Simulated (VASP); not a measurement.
Ir, 4 atoms in the cell. The structure is hexagonal, space group P6_3/mmc (No. 194). The conventional cell has a = 2.645 Å, b = 2.645 Å, c = 8.647 Å, α = 90.00°, β = 90.00°, γ = 120.00°. Ir (site symmetry -3m) has 12 Ir at 2.65 Å within 3.5 Å. Within 3.5 Å of Ir (site symmetry -6m2) lie 12 Ir at 2.65 Å.  This cell differs from its parent crystal: volume scaled by 0.92.

```yaml
Program: VASP 6.6.1
Task: single point
Functional: r2SCAN
Potentials_or_basis: VASP PAW PBE potentials, release 64 (Ir)
Cutoff: 520 eV
k_mesh: 15 × 15 × 4
Occupations: fermi-dirac, width 0.1 eV
Spin: no spin polarisation
Dipole_correction: no
Further_INCAR_settings: ALGO = Normal; EDIFF = 1e-07; NBANDS = 26
```

Potentials or basis: VASP PAW PBE potentials, release 64 (Ir).

Command:

```sh
$ cat potpaw_PBE.64/Ir/POTCAR > POTCAR
$ cp INCAR.step1 INCAR
$ mpirun -np 1 vasp_std > vasp.out
$ cp INCAR.step2 INCAR
$ mpirun -np 1 vasp_std > vasp.out
```

Hardware: 1 thread of AMD EPYC 9R45 96-Core Processor (Zen 5), on a shared host.

Problem. Estimate the wall time of this run.

Solution. Run time: 4.2 min on 1 thread of AMD EPYC 9R45 96-Core Processor (Zen 5), with other jobs on the host, peak memory 0.2 GiB. Counts: k points 81.
